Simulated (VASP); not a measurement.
# SiNi2 (P6_3/mmc) in VASP: relaxation of cell and atoms with PBE

Aim: the relaxation of cell and atoms of SiNi2 with PBE.

All numbers are computed with VASP 6.6.1; they aren't measurements. Logs are shortened: lines on timing, memory, paths and dates and some standing lists are left out, and cuts for length are marked.

## 1. The cell of the first run

It takes space group P6_3/mmc (No. 194, hexagonal). Conventional cell: a = 3.836 Å, b = 3.836 Å, c = 4.948 Å, α = 90.00°, β = 90.00°, γ = 120.00°. Si (site symmetry -6m2) has 11 Ni at 2.21 to 2.54 Å within 2.9 Å. Within 3.3 Å of Ni (site symmetry -3m) lie 8 Ni at 2.47 to 2.54 Å and 6 Si at 2.54 Å. Ni (site symmetry -6m2) has 5 Si at 2.21 to 2.47 Å and 6 Ni at 2.54 Å within 2.9 Å.

## 2. Relaxation of cell and atoms, PBE

Contents of INCAR:

```
PREC = Accurate ; ENCUT = 600
EDIFF = 1E-6 ; ISMEAR = 0
SIGMA = 0.1 ; LREAL = F
LASPH = T ; NELM = 60
ALGO = Normal ; ISIF = 3
LWAVE = F ; LCHARG = F
GGA = PE ; IBRION = 2
NSW = 100 ; EDIFFG = -0.05
```

Contents of KPOINTS:

```
Automatic mesh
0
Gamma
  6 6 4
```

Contents of POSCAR:

```
SiNi2
1.0
    3.8359985066      0.0000000000      0.0000000000
   -1.9179992533      3.3220721556      0.0000000000
    0.0000000000      0.0000000000      4.9480000000
Si Ni
2 4
Direct
    0.3333333333      0.6666666667      0.7500000000
    0.6666666667      0.3333333333      0.2500000000
    0.0000000000      0.0000000000      0.0000000000
    0.0000000000      0.0000000000      0.5000000000
    0.3333333333      0.6666666667      0.2500000000
    0.6666666667      0.3333333333      0.7500000000
```

Potentials or basis: VASP PAW PBE potentials, release 64 (Si, Ni).

On the command line:

```console
$ cat potpaw_PBE.64/Si/POTCAR potpaw_PBE.64/Ni/POTCAR > POTCAR
$ mpirun -np 1 vasp_std > vasp.out
```

OUTCAR:

```text
PREC = Accurate
   ENCUT = 600
   EDIFF = 1E-6
   ISMEAR = 0
   LREAL = F
   LASPH = T
   NELM = 60
   ISIF = 3
   GGA = PE
   IBRION = 2
   NSW = 100
   EDIFFG = -0.05

 ion  position               nearest neighbor table
   1  0.333  0.667  0.750-   6 2.21   6 2.21   6 2.21   5 2.47   5 2.47   3 2.54   4 2.54   4 2.54
                             3 2.54   4 2.54   3 2.54
   2  0.667  0.333  0.250-   5 2.21   5 2.21   5 2.21   6 2.47   6 2.47   3 2.54   4 2.54   3 2.54
                             4 2.54   3 2.54   4 2.54
   3  0.000  0.000  0.000-   4 2.47   4 2.47   1 2.54   5 2.54   6 2.54   2 2.54   2 2.54   6 2.54
                             1 2.54   5 2.54   2 2.54   6 2.54   1 2.54   5 2.54
   4  0.000  0.000  0.500-   3 2.47   3 2.47   1 2.54   5 2.54   6 2.54   2 2.54   2 2.54   6 2.54
                             1 2.54   5 2.54   2 2.54   6 2.54   1 2.54   5 2.54
   5  0.333  0.667  0.250-   2 2.21   2 2.21   2 2.21   1 2.47   1 2.47   3 2.54   4 2.54   4 2.54
                             3 2.54   4 2.54   3 2.54
   6  0.667  0.333  0.750-   1 2.21   1 2.21   1 2.21   2 2.47   2 2.47   3 2.54   4 2.54   3 2.54
                             4 2.54   3 2.54   4 2.54

  LATTYP: Found a hexagonal cell.
 ALAT       =     3.8359985066
 C/A-ratio  =     1.2898857994

  Lattice vectors:

 A1 = (   3.8359985066,   0.0000000000,   0.0000000000)
 A2 = (  -1.9179992533,   3.3220721556,   0.0000000000)
 A3 = (   0.0000000000,   0.0000000000,   4.9480000000)

Analysis of symmetry for initial positions (statically):
=====================================================================
 Subroutine PRICEL returns:
 Original cell was already a primitive cell.

 Routine SETGRP: Setting up the symmetry group for a
 hexagonal supercell.

 Subroutine GETGRP returns: Found 24 space group operations
 (whereof 12 operations were pure point group operations)
 out of a pool of 24 trial point group operations.

The static configuration has the point symmetry D_3d.
 The point group associated with its full space group is D_6h.

Analysis of symmetry for dynamics (positions and initial velocities):
=====================================================================
 Subroutine PRICEL returns:
 Original cell was already a primitive cell.

 Routine SETGRP: Setting up the symmetry group for a
 hexagonal supercell.

 Subroutine GETGRP returns: Found 24 space group operations
 (whereof 12 operations were pure point group operations)
 out of a pool of 24 trial point group operations.

The dynamic configuration has the point symmetry D_3d.
 The point group associated with its full space group is D_6h.

 Subroutine INISYM returns: Found 24 space group operations
 (whereof 12 operations are pure point group operations),
 and found     1 'primitive' translations

----------------------------------------------------------------------------------------

                                     Primitive cell

  volume of cell :      63.0547

  direct lattice vectors                    reciprocal lattice vectors
     3.835998507  0.000000000  0.000000000     0.260688318  0.150508471  0.000000000
    -1.917999253  3.322072156  0.000000000     0.000000000  0.301016942  0.000000000
     0.000000000  0.000000000  4.948000000     0.000000000  0.000000000  0.202101859

  length of vectors
     3.835998507  3.835998507  4.948000000     0.301016942  0.301016942  0.202101859

  position of ions in fractional coordinates (direct lattice)
     0.333333333  0.666666667  0.750000000
     0.666666667  0.333333333  0.250000000
     0.000000000  0.000000000  0.000000000
     0.000000000  0.000000000  0.500000000
     0.333333333  0.666666667  0.250000000
     0.666666667  0.333333333  0.750000000

  ion indices of the primitive-cell ions
   primitive index   ion index
                 1           1
                 2           2
                 3           3
                 4           4
                 5           5
                 6           6

----------------------------------------------------------------------------------------

 KPOINTS: Automatic mesh

Automatic generation of k-mesh.
 Grid dimensions read from file:
 generate k-points for:    6    6    4

 Generating k-lattice:

  Cartesian coordinates                     Fractional coordinates (reciprocal lattice)
     0.043448053  0.025084745  0.000000000     0.166666667 -0.000000000  0.000000000
     0.000000000  0.050169490  0.000000000     0.000000000  0.166666667  0.000000000
     0.000000000  0.000000000  0.050525465     0.000000000  0.000000000  0.250000000

  Length of vectors
     0.050169490  0.050169490  0.050525465

  Shift w.r.t. Gamma in fractional coordinates (k-lattice)
     0.000000000  0.000000000  0.000000000

 Subroutine IBZKPT returns following result:
 ===========================================

 Found     21 irreducible k-points:

 Following reciprocal coordinates:
            Coordinates               Weight
  0.000000  0.000000  0.000000      1.000000
  0.166667  0.000000  0.000000      6.000000
  0.333333  0.000000  0.000000      6.000000
  0.500000  0.000000  0.000000      3.000000
  0.166667  0.166667  0.000000      6.000000
  0.333333  0.166667  0.000000     12.000000
[... 13 lines left out ...]
  0.333333  0.166667  0.500000     12.000000
  0.333333  0.333333  0.500000      2.000000
   k-points           NKPTS =     21   k-points in BZ     NKDIM =     21   number of bands    NBANDS=     28
   number of dos      NEDOS =    301   number of ions     NIONS =      6
   total plane-waves  NPLWV =  40960
   dimension x,y,z NGX =    32 NGY =   32 NGZ =   40
   dimension x,y,z NGXF=    64 NGYF=   64 NGZF=   80
   ions per type =               2   4
   NGX,Y,Z   is equivalent  to a cutoff of  13.87, 13.87, 13.44 a.u.
   NGXF,Y,Z  is equivalent  to a cutoff of  27.74, 27.74, 26.88 a.u.
 SYSTEM =  unknown system
   PREC   = accura    normal or accurate (medium, high low for compatibility)
   ISTART =      0    job   : 0-new  1-cont  2-samecut
   ICHARG =      2    charge: 1-file 2-atom 10-const
   ISPIN  =      1    spin polarized calculation?
   LNONCOLLINEAR =      F non collinear calculations
   LSORBIT =      F    spin-orbit coupling
   LASPH  =      T    aspherical Exc in radial PAW
   ENCUT  =  600.0 eV  44.10 Ry    6.64 a.u.   7.66  7.66  9.88*2*pi/ulx,y,z
   NELM   =     60;   NELMIN=  2; NELMDL= -5     # of ELM steps
   EDIFF  = 0.1E-05   stopping-criterion for ELM
   LREAL  =      F    real-space projection
   EDIFFG = -.5E-01   stopping-criterion for IOM
   NSW    =    100    number of steps for IOM
   IBRION =      2    ionic relax: 0-MD 1-quasi-New 2-CG
   NFREE  =      1    steps in history (QN), initial steepest desc. (CG)
   ISIF   =      3    stress and relaxation
   ISYM   =      2    0-nonsym 1-usesym 2-fastsym
   POTIM  = 0.5000    time-step for ionic-motion
   TEBEG  =    0.0;   TEEND  =   0.0 temperature during run
   PSTRESS=    0.0 pullay stress
   NELECT =      48.0000    total number of electrons
   NUPDOWN=      -1.0000    fix difference up-down
   EMIN   =  10.00;   EMAX   =-10.00  energy-range for DOS
   EFERMI =   0.00;   METHOD = LEGACY
   ISMEAR =     0;   SIGMA  =   0.10  broadening in eV -4-tet -1-fermi 0-gaus
   EFERMI_NEDOS =   21; number of points for ismear=-14 and -15
   IALGO  =     38    algorithm
   IMIX   =      4    mixing-type and parameters
     AMIX     =   0.40;   BMIX     =  1.00
     AMIX_MAG =   1.60;   BMIX_MAG =  1.00
  volume/ion in A,a.u.               =      10.51        70.92
  Fermi-wavevector in a.u.,A,eV,Ry     =   1.494799  2.824761 30.401192  2.234425
  Thomas-Fermi vector in A             =   2.607026
   LORBIT       =      0    0 simple, 1 ext, 2 COOP (PROOUT), +10 PAW based schemes
   GGA     = PE    functional components
   LHFCALC =     F    Hartree Fock is set to
   AEXX    =    0.0000 exact exchange contribution
   IVDW    =     0    specifies the selected vdW correction
   LEPSILON=     F    determine dielectric tensor
   LRPA    =     F    only Hartree local field effects (RPA)
 conjugate gradient relaxation of ions
 non-spin polarized calculation
 Gauss-broadening in eV      SIGMA  =   0.10
  energy-cutoff  :      600.00
  volume of cell :       63.05
 maximum number of plane-waves:      2132
 NGX is ok and might be reduce to    32
   NGX = 15   NGY = 15   NGZ = 19

--------------------------------------- Ionic step        1  -------------------------------------------

 number of electron      47.9999976 magnetization

 Free energy of the ion-electron system (eV)
  ---------------------------------------------------
  ext. energy  EPLUGINS =         0.00000000
  ---------------------------------------------------
  free energy    TOTEN  =       -35.68767050 eV

  energy without entropy =      -35.67608826  energy(sigma->0) =      -35.68187938

------------------------ aborting loop because EDIFF is reached ----------------------------------------

  FORCE on cell =-STRESS in cart. coord.  units (eV):
  Direction    XX          YY          ZZ          XY          YZ          ZX
  --------------------------------------------------------------------------------------
  -------------------------------------------------------------------------------------
  Total        5.1595304      5.1595304      3.1829447      0.0000000      0.0000000      0.0000000
  in kB      131.1002676    131.1002676     80.8765273      0.0000000      0.0000000      0.0000000
  external PRESSURE =     114.3590208 kB  Pullay stress =       0.0000000 kB
[... 65 lines left out ...]
  energy  without entropy=      -35.6391721849  energy(sigma->0) =      -35.64606914

--------------------------------------- Ionic step        3  -------------------------------------------

 number of electron      47.9999986 magnetization

 Free energy of the ion-electron system (eV)
  ---------------------------------------------------
  ext. energy  EPLUGINS =         0.00000000
  ---------------------------------------------------
  free energy    TOTEN  =       -35.79486820 eV

  energy without entropy =      -35.78219906  energy(sigma->0) =      -35.78853363

 E-fermi :  10.9379     XC(G=0): -12.8841

 val. band max:       10.8520318617   @ k =   0.1667   0.1667   0.0000
 cond. band min:      10.9600972644   @ k =   0.1667   0.0000   0.0000
 fundamental gap:      0.1080654027
 Fermi energy:        10.9379289343

 k-point     1 :       0.0000    0.0000    0.0000
  band No.  band energies     occupation
      1      -1.5193      2.00000
      2       2.7814      2.00000
      3       4.5980      2.00000
      4       5.9934      2.00000
      5       5.9934      2.00000
      6       7.1045      2.00000
[... 673 lines left out ...]
  FREE ENERGIE OF THE ION-ELECTRON SYSTEM (eV)
  ---------------------------------------------------
  free  energy   TOTEN  =       -35.7948681953 eV

  energy  without entropy=      -35.7821990642  energy(sigma->0) =      -35.78853363

 reached required accuracy - stopping structural energy minimisation
```

Run time: 3.7 min. Hardware: 1 thread of Intel Xeon 8259CL, shared host; peak memory 0.22 GiB.

Results:

| Quantity | Value |
| --- | --- |
| Free energy | -35.7949 eV |
| Relaxed volume | 11.03 Å³/atom |
| Relaxed cell | a = 3.907 Å, b = 3.907 Å, c = 5.005 Å, α = 90.00°, β = 90.00°, γ = 120.00° |
| Space group after relaxing (to 0.1 Å) | P6_3/mmc (No. 194) |
| Energy gained by relaxing | 17.9 meV/atom |
| Ionic steps | 3 |
| Pressure after relaxing | -0.1 GPa |
| Band gap on the k mesh | zero (bands 24 and 25 overlap by 3.21 eV) |

The path:
```csv
step,energy change (eV),largest force (eV/Å),pressure (GPa),volume (Å³)
1,0.0000,0.0000,11.44,63.05
2,0.0347,0.0000,-10.34,70.15
3,-0.1072,0.0000,-0.06,66.17
```

Final structure:
```xyz
6
Lattice="3.9072 0.0000 0.0000 -1.9536 3.3838 0.0000 0.0000 0.0000 5.0047" Properties=species:S:1:pos:R:3 pbc="T T T"
Si    0.0000    2.2558    3.7535
Si    1.9536    1.1279    1.2512
Ni    0.0000    0.0000    0.0000
Ni    0.0000    0.0000    2.5023
Ni    0.0000    2.2558    1.2512
Ni    1.9536    1.1279    3.7535
```

Levels at points of the mesh, in eV from the Fermi level:
```
           k point  band 22  band 23  band 24  band 25  band 26  band 27
(0.00, 0.00, 0.00)    -0.58     0.13     2.66     2.78     2.78     2.82
(0.50, 0.00, 0.00)    -1.15    -0.97    -0.65    -0.53     1.09     1.82
(0.00, 0.00, 0.50)    -1.19     2.06     2.06     3.27     3.27     3.27
(0.50, 0.00, 0.50)    -1.20    -0.87    -0.87     0.96     0.96     2.86
```

The gap in the log of VASP goes by the Fermi energy; the results here count the filled bands.